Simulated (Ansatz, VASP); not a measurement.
Two plane-wave programs on Na3HSe

```
Na H Se
1.0
     4.43558    0.00000    0.00000
     0.00000    4.43558    0.00000
     0.00000    0.00000    4.43558
Na H Se
3 1 1
Direct
  0.00000 0.50000 0.50000
  0.50000 0.00000 0.50000
  0.50000 0.50000 0.00000
  0.50000 0.50000 0.50000
  0.00000 0.00000 0.00000
```

Alike in both runs: functional PBE; dispersion D3(BJ); k mesh 6 × 6 × 6; occupations gaussian, width 0.02 eV; no spin polarisation.

Ansatz relaxed the structure, and its values are those at the end. VASP's run is a single point on that final structure, the one shown.

|  | VASP | Ansatz |
| --- | --- | --- |
| version | VASP 6.6.1 | Ansatz 0.2.0 |
| potentials or method | VASP PAW PBE potentials, release 64 (Na_pv, H, Se), cutoff 520 eV | scalar-relativistic, plane waves, PAW |
| valence electrons in the cell | 28 | 44 |

```csv
,VASP,Ansatz,Ansatz less VASP
gap on the k mesh at the Fermi level (eV),3.06,3.06,-0.001
least direct gap on the mesh (eV),3.21,3.21,-0.001
pressure (GPa),0.0,0.0,-0.03
```

VASP's potentials hold 28 valence electrons a cell and Ansatz's 44, so a difference there can come from the potentials and not from the codes.
